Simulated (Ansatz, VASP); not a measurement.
## One calculation of Ag, two programs

The input INCAR:

```
  PREC = Accurate
  ENCUT = 520
  EDIFF = 1E-6
  ISMEAR = 0
  SIGMA = 0.1
  LREAL = False
  LASPH = True
  NELM = 60
  ALGO = Normal
  ISIF = 2
  LWAVE = False
  LCHARG = False
  LDIPOL = True
  IDIPOL = 3
  DIPOL = 0.5 0.5 0.500
  GGA = PE
  NBANDS = 36
```

KPOINTS

```
Automatic mesh
0
Gamma
  12 12 1
```

POSCAR

```
Ag
1.0
    2.9327241206      0.0000000000      0.0000000000
   -1.4663620603      2.5398135908      0.0000000000
    0.0000000000      0.0000000000     24.5782368693
Ag
5
Direct
    0.6666666667      0.3333333333      0.3051480072
    0.3333333333      0.6666666667      0.4025740036
    0.0000000000      0.0000000000      0.5000000000
    0.6666666667      0.3333333333      0.5974259964
    0.3333333333      0.6666666667      0.6948519928
```

Input for Ansatz:

```yaml
crystal:
  lattice:
    - [2.9327241206, 0.0, 0.0]
    - [-1.4663620603, 2.5398135908, 0.0]
    - [0.0, 0.0, 24.5782368693]
  atoms:
    - { symbol: Ag, position: [0.6666666667, 0.3333333333, 0.3051480072] }
    - { symbol: Ag, position: [0.3333333333, 0.6666666667, 0.4025740036] }
    - { symbol: Ag, position: [0.0, 0.0, 0.5] }
    - { symbol: Ag, position: [0.6666666667, 0.3333333333, 0.5974259964] }
    - { symbol: Ag, position: [0.3333333333, 0.6666666667, 0.6948519928] }
basis:
  ecutwfc: 420
kpoints:
  mp_grid: { grid: [12, 12, 1] }
hamiltonian:
  xc: pbe
scf:
  occupations: { method: gaussian, width: 0.1 }
output:
  forces: true
  stress: true
  eigenvalues: true
  write_density: true
  write_potential: true
  elf: true
  volumetric_format: npy
efield:
  axis: 3
  dipole_correction: true
  ramp_width: 0.04
```

Alike in both runs: task single point; functional PBE; k mesh 12 × 12 × 1; occupations gaussian, width 0.1 eV; no spin polarisation.

|  | VASP | Ansatz |
| --- | --- | --- |
| version | VASP 6.6.1 | Ansatz 0.2.0 |
| potentials or method | VASP PAW PBE potentials, release 64 (Ag), cutoff 520 eV | scalar-relativistic, plane waves, PAW |
| valence electrons in the cell | 55 | 95 |

```csv
,VASP,Ansatz,Ansatz less VASP
gap on the k mesh at the Fermi level (eV),none,none,-
rms of the force components (eV/Å),0.030,0.030,+0.0002
```

Atom by atom the forces differ by 0.001 eV/Å (rms over components). A gap of «none» marks a metal or a gap that the smearing closes. With one functional, cell and mesh, what is left measures potentials, basis and numerics. VASP's potentials hold 55 valence electrons a cell and Ansatz's 95, so a difference there can come from the potentials and not from the codes. Ansatz's warnings: xc potential rough in thin density.
